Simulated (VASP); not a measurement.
Runs of VASP 6.6.1 on Tl. The structure is that of space group Fm-3m (No. 225), or close to it. The cells are those of the table. 

```tsv
task	level	cell	k mesh	cutoff (eV)	grid for exact exchange (PRECFOCK)	screening parameter	gap on the mesh (eV)	pressure (GPa)
single point	PBE	a = 3.536 Å, angles 60.0°, 1 atom	18 × 18 × 18	520	-	-	none	-0.1
single point	HSE06	a = 3.536 Å, angles 60.0°, 1 atom	6 × 6 × 6	520	Normal	0.2079 1/Å	none	(a)
single point	PBE	a = 3.582 Å, angles 60.0°, 1 atom	12 × 12 × 12	520	-	-	none	-1.0
single point	PBE	a = 3.388 Å, angles 60.0°, 1 atom	12 × 12 × 12	520	-	-	none	4.7
relaxation of cell and atoms	PBE	relaxed from a = 3.410 Å, angles 60.0°, 1 atom	11 × 11 × 11	600	-	-	none	0.0
```

Alike in all rows: potentials or basis VASP PAW PBE potentials, release 64 (Tl_d); no spin polarisation; smearing fermi-dirac 0.1 eV.

**Question.** Estimate the missing entries.

**Answer.** (a) -0.9.

Caveats: some runs use coarse meshes; spin-orbit coupling is left out, which moves the levels of the heavy elements; the PAW data sets were made with another functional, which shifts forces and pressure a little (some runs).

A k mesh can miss the band edges, and the runs leave out spin-orbit coupling on Tl.

A gap of «none» marks levels without a gap at the run's occupations.
